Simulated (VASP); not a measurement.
# Yb (P6_3/mmc) in VASP: single point with LDA

Aim: the single point of Yb with LDA.

Program: VASP 6.6.1. These are calculated values, not measurements. Logs are shortened: lines on timing, memory, paths and dates and some standing lists are left out, and cuts for length are marked.

## 1. The cell of the first run

The structure is hexagonal, space group P6_3/mmc (No. 194). Conventional cell: a = 3.452 Å, b = 3.452 Å, c = 5.693 Å, α = 90.00°, β = 90.00°, γ = 120.00°. Yb (site symmetry -6m2) has 12 Yb at 3.45 to 3.47 Å within 4.5 Å.

This isn't the form of Yb at room conditions, which is fcc.

## 2. Single point, LDA

INCAR reads:

```
ALGO     = Normal         # electronic algorithm
EDIFF    = 1E-6           # SCF threshold, eV
ENCUT    = 520            # plane-wave cutoff, eV
GGA      = CA             # functional
ISIF     = 2              # what is computed and relaxed
ISMEAR   = -1             # smearing method
LASPH    = True           # aspherical terms in the spheres
LCHARG   = False          # write CHGCAR
LREAL    = False          # projectors in reciprocal space
LWAVE    = False          # write WAVECAR
NBANDS   = 31             # bands
NELM     = 80             # most SCF steps
PREC     = Accurate       # precision mode
SIGMA    = 0.05           # smearing width, eV
```

KPOINTS reads:

```
k-points
0
Gamma
  14 14 8
```

POSCAR reads:

```
Yb
1.0
    3.4516751336      0.0000000000      0.0000000000
   -1.7258375668      2.9892383513      0.0000000000
    0.0000000000      0.0000000000      5.6931557934
Yb
2
Direct
    0.3333333333      0.6666666667      0.2500000000
    0.6666666667      0.3333333333      0.7500000000
```

Potentials or basis: VASP PAW PBE potentials, release 64 (Yb).

Started as:

```
cat potpaw_PBE.64/Yb/POTCAR > POTCAR
mpirun -np 1 vasp_std > vasp.out
```

OUTCAR:

```text
EDIFF = 1E-6
   ENCUT = 520
   GGA = CA
   ISIF = 2
   ISMEAR = -1
   LASPH = True
   LREAL = False
   NELM = 80
   PREC = Accurate

 ion  position               nearest neighbor table
   1  0.333  0.667  0.250-   2 3.47   2 3.47   2 3.47   2 3.47   2 3.47   2 3.47
   2  0.667  0.333  0.750-   1 3.47   1 3.47   1 3.47   1 3.47   1 3.47   1 3.47

  LATTYP: Found a hexagonal cell.
 ALAT       =     3.4516751336
 C/A-ratio  =     1.6493892307

  Lattice vectors:

 A1 = (   3.4516751336,   0.0000000000,   0.0000000000)
 A2 = (  -1.7258375668,   2.9892383513,   0.0000000000)
 A3 = (   0.0000000000,   0.0000000000,   5.6931557934)

Analysis of symmetry for initial positions (statically):
=====================================================================
 Subroutine PRICEL returns:
 Original cell was already a primitive cell.

 Routine SETGRP: Setting up the symmetry group for a
 hexagonal supercell.

 Subroutine GETGRP returns: Found 24 space group operations
 (whereof 12 operations were pure point group operations)
 out of a pool of 24 trial point group operations.

The static configuration has the point symmetry D_3d.
 The point group associated with its full space group is D_6h.

Analysis of symmetry for dynamics (positions and initial velocities):
=====================================================================
 Subroutine PRICEL returns:
 Original cell was already a primitive cell.

 Routine SETGRP: Setting up the symmetry group for a
 hexagonal supercell.

 Subroutine GETGRP returns: Found 24 space group operations
 (whereof 12 operations were pure point group operations)
 out of a pool of 24 trial point group operations.

The dynamic configuration has the point symmetry D_3d.
 The point group associated with its full space group is D_6h.

 Subroutine INISYM returns: Found 24 space group operations
 (whereof 12 operations are pure point group operations),
 and found     1 'primitive' translations

----------------------------------------------------------------------------------------

                                     Primitive cell

  volume of cell :      58.7413

  direct lattice vectors                    reciprocal lattice vectors
     3.451675134  0.000000000  0.000000000     0.289714403  0.167266688  0.000000000
    -1.725837567  2.989238351  0.000000000     0.000000000  0.334533377  0.000000000
     0.000000000  0.000000000  5.693155793     0.000000000  0.000000000  0.175649506

  length of vectors
     3.451675134  3.451675134  5.693155793     0.334533377  0.334533377  0.175649506

  position of ions in fractional coordinates (direct lattice)
     0.333333333  0.666666667  0.250000000
     0.666666667  0.333333333  0.750000000

  ion indices of the primitive-cell ions
   primitive index   ion index
                 1           1
                 2           2

----------------------------------------------------------------------------------------

 KPOINTS: k-points

Automatic generation of k-mesh.
 Grid dimensions read from file:
 generate k-points for:   14   14    8

 Generating k-lattice:

  Cartesian coordinates                     Fractional coordinates (reciprocal lattice)
     0.020693886  0.011947621  0.000000000     0.071428571  0.000000000  0.000000000
     0.000000000  0.023895241  0.000000000     0.000000000  0.071428571  0.000000000
     0.000000000  0.000000000  0.021956188     0.000000000  0.000000000  0.125000000

  Length of vectors
     0.023895241  0.023895241  0.021956188

  Shift w.r.t. Gamma in fractional coordinates (k-lattice)
     0.000000000  0.000000000  0.000000000

 Subroutine IBZKPT returns following result:
 ===========================================

 Found    120 irreducible k-points:

 Following reciprocal coordinates:
            Coordinates               Weight
  0.000000  0.000000  0.000000      1.000000
  0.071429 -0.000000  0.000000      6.000000
  0.142857  0.000000  0.000000      6.000000
  0.214286 -0.000000  0.000000      6.000000
  0.285714  0.000000  0.000000      6.000000
  0.357143 -0.000000  0.000000      6.000000
[... 16 lines left out ...]
  0.285714  0.285714  0.000000      6.000000
  0.357143  0.285714  0.000000      6.000000
 [... further k-points ...]
   k-points           NKPTS =    120   k-points in BZ     NKDIM =    120   number of bands    NBANDS=     31
   number of dos      NEDOS =    301   number of ions     NIONS =      2
   total plane-waves  NPLWV =  32928
   dimension x,y,z NGX =    28 NGY =   28 NGZ =   42
   dimension x,y,z NGXF=    56 NGYF=   56 NGZF=   84
   ions per type =               2
   NGX,Y,Z   is equivalent  to a cutoff of  13.49, 13.49, 12.26 a.u.
   NGXF,Y,Z  is equivalent  to a cutoff of  26.97, 26.97, 24.53 a.u.
 SYSTEM =  unknown system
   PREC   = accura    normal or accurate (medium, high low for compatibility)
   ISTART =      0    job   : 0-new  1-cont  2-samecut
   ICHARG =      2    charge: 1-file 2-atom 10-const
   ISPIN  =      1    spin polarized calculation?
   LNONCOLLINEAR =      F non collinear calculations
   LSORBIT =      F    spin-orbit coupling
   LASPH  =      T    aspherical Exc in radial PAW
   ENCUT  =  520.0 eV  38.22 Ry    6.18 a.u.   6.42  6.42 10.59*2*pi/ulx,y,z
   NELM   =     80;   NELMIN=  2; NELMDL= -5     # of ELM steps
   EDIFF  = 0.1E-05   stopping-criterion for ELM
   LREAL  =      F    real-space projection
   EDIFFG = 0.1E-04   stopping-criterion for IOM
   NSW    =      0    number of steps for IOM
   IBRION =     -1    ionic relax: 0-MD 1-quasi-New 2-CG
   NFREE  =      0    steps in history (QN), initial steepest desc. (CG)
   ISIF   =      2    stress and relaxation
   ISYM   =      2    0-nonsym 1-usesym 2-fastsym
   POTIM  = 0.5000    time-step for ionic-motion
   TEBEG  =    0.0;   TEEND  =   0.0 temperature during run
   PSTRESS=    0.0 pullay stress
   NELECT =      48.0000    total number of electrons
   NUPDOWN=      -1.0000    fix difference up-down
   EMIN   =  10.00;   EMAX   =-10.00  energy-range for DOS
   EFERMI =   0.00;   METHOD = LEGACY
   ISMEAR =    -1;   SIGMA  =   0.05  broadening in eV -4-tet -1-fermi 0-gaus
   EFERMI_NEDOS =   21; number of points for ismear=-14 and -15
   IALGO  =     38    algorithm
   IMIX   =      4    mixing-type and parameters
     AMIX     =   0.40;   BMIX     =  1.00
     AMIX_MAG =   1.60;   BMIX_MAG =  1.00
  volume/ion in A,a.u.               =      29.37       198.20
  Fermi-wavevector in a.u.,A,eV,Ry     =   1.530526  2.892275 31.871785  2.342510
  Thomas-Fermi vector in A             =   2.637997
   LORBIT       =      0    0 simple, 1 ext, 2 COOP (PROOUT), +10 PAW based schemes
   GGA     = CA    functional components
   LHFCALC =     F    Hartree Fock is set to
   AEXX    =    0.0000 exact exchange contribution
   IVDW    =     0    specifies the selected vdW correction
   LEPSILON=     F    determine dielectric tensor
   LRPA    =     F    only Hartree local field effects (RPA)
 non-spin polarized calculation
  energy-cutoff  :      520.00
  volume of cell :       58.74
 maximum number of plane-waves:      1605
 NGX is ok and might be reduce to    28
   NGX = 13   NGY = 13   NGZ = 21

 number of electron      48.0000002 magnetization

 Free energy of the ion-electron system (eV)
  ---------------------------------------------------
  ext. energy  EPLUGINS =         0.00000000
  ---------------------------------------------------
  free energy    TOTEN  =        -8.38258203 eV

  energy without entropy =       -8.35543920  energy(sigma->0) =       -8.36901061

 E-fermi :   1.8724     XC(G=0): -10.7172

 val. band max:        1.8716342899   @ k =   0.3571   0.2857   0.0000
 cond. band min:       1.8831030688   @ k =   0.2857   0.2857   0.1250
 fundamental gap:      0.0114687789
 Fermi energy:         1.8724423184

 k-point     1 :       0.0000    0.0000    0.0000
  band No.  band energies     occupation
      1     -49.3791      2.00000
      2     -49.3373      2.00000
      3     -22.2321      2.00000
      4     -21.6591      2.00000
      5     -21.6591      2.00000
      6     -21.5763      2.00000
[... 23 lines left out ...]
     30       5.5550      0.00000
     31       6.5031      0.00000

 k-point     2 :       0.0714   -0.0000    0.0000
  band No.  band energies     occupation
      1     -49.3772      2.00000
      2     -49.3362      2.00000
      3     -22.2211      2.00000
      4     -21.6860      2.00000
      5     -21.6673      2.00000
      6     -21.6039      2.00000
[... 23 lines left out ...]
     30       5.6876      0.00000
     31       6.2912      0.00000

 k-point     3 :       0.1429    0.0000    0.0000
  band No.  band energies     occupation
      1     -49.3716      2.00000
      2     -49.3334      2.00000
      3     -22.1894      2.00000
      4     -21.7612      2.00000
      5     -21.6899      2.00000
      6     -21.6810      2.00000
[... 23 lines left out ...]
     30       5.7624      0.00000
     31       6.0394      0.00000

 k-point     4 :       0.2143   -0.0000    0.0000
  band No.  band energies     occupation
      1     -49.3634      2.00000
      2     -49.3295      2.00000
      3     -22.1404      2.00000
      4     -21.8697      2.00000
      5     -21.7884      2.00000
      6     -21.7215      2.00000
[... 23 lines left out ...]
     30       5.9499      0.00000
     31       6.0377      0.00000

 k-point     5 :       0.2857    0.0000    0.0000
  band No.  band energies     occupation
      1     -49.3538      2.00000
      2     -49.3255      2.00000
      3     -22.0796      2.00000
      4     -21.9896      2.00000
      5     -21.9026      2.00000
      6     -21.7554      2.00000
[... 23 lines left out ...]
     30       6.5831      0.00000
     31       6.8802      0.00000
[... 542 lines left out ...]
     30       7.3238      0.00000
     31       7.7693      0.00000

 k-point    22 :       0.3571    0.2143    0.0000
  band No.  band energies     occupation
      1     -49.3299      2.00000
      2     -49.3212      2.00000
      3     -22.1249      2.00000
      4     -22.0316      2.00000
      5     -21.9208      2.00000
      6     -21.8913      2.00000
[... 23 lines left out ...]
     30       7.7091      0.00000
     31       8.0099      0.00000

 k-point    23 :       0.2857    0.2857    0.0000
  band No.  band energies     occupation
      1     -49.3290      2.00000
      2     -49.3213      2.00000
      3     -22.0935      2.00000
      4     -22.0259      2.00000
      5     -21.9345      2.00000
      6     -21.8831      2.00000
[... 23 lines left out ...]
     30       7.5244      0.00000
     31       7.7592      0.00000

 k-point    24 :       0.3571    0.2857    0.0000
  band No.  band energies     occupation
      1     -49.3259      2.00000
      2     -49.3225      2.00000
      3     -22.0905      2.00000
      4     -21.9959      2.00000
      5     -21.9799      2.00000
      6     -21.8683      2.00000
[... 23 lines left out ...]
     30       7.6397      0.00000
     31       7.8688      0.00000

 [... further k-points ...]
[... 5 lines left out ...]
  --------------------------------------------------------------------------------------
  -------------------------------------------------------------------------------------
  Total        0.4677441      0.4677441      0.4898441      0.0000000     -0.0000000      0.0000000
  in kB       12.7577879     12.7577879     13.3605685      0.0000000     -0.0000000      0.0000000
  external PRESSURE =      12.9587148 kB  Pullay stress =       0.0000000 kB

 VOLUME and BASIS-vectors are now :
 -----------------------------------------------------------------------------
  energy-cutoff  :      520.00
  volume of cell :       58.74
      direct lattice vectors                 reciprocal lattice vectors
     3.451675134  0.000000000  0.000000000     0.289714403  0.167266688  0.000000000
    -1.725837567  2.989238351  0.000000000     0.000000000  0.334533377  0.000000000
     0.000000000  0.000000000  5.693155793     0.000000000  0.000000000  0.175649506

 POSITION                                       TOTAL-FORCE (eV/Angst)
 -----------------------------------------------------------------------------------
     -0.00000      1.99283      1.42329        -0.000000      0.000000     -0.000000
      1.72584      0.99641      4.26987         0.000000     -0.000000      0.000000
 -----------------------------------------------------------------------------------
    total drift:                               -0.000000      0.000000     -0.000000

  FREE ENERGIE OF THE ION-ELECTRON SYSTEM (eV)
  ---------------------------------------------------
  free  energy   TOTEN  =        -8.3825820292 eV

  energy  without entropy=       -8.3554391996  energy(sigma->0) =       -8.36901061
```

It took 4.3 min on 1 thread of Intel Xeon Platinum 8488C (Sapphire Rapids), shared host; peak memory 0.3 GiB.

Results:

- Free energy: -8.3826 eV
- Pressure: 1.3 GPa
- Band gap on the k mesh: zero (bands 24 and 25 overlap by 0.25 eV)

Caveat: the PAW data sets were made with another functional, which shifts forces and pressure a little; spin-orbit coupling is left out, which moves the levels of the heavy elements.
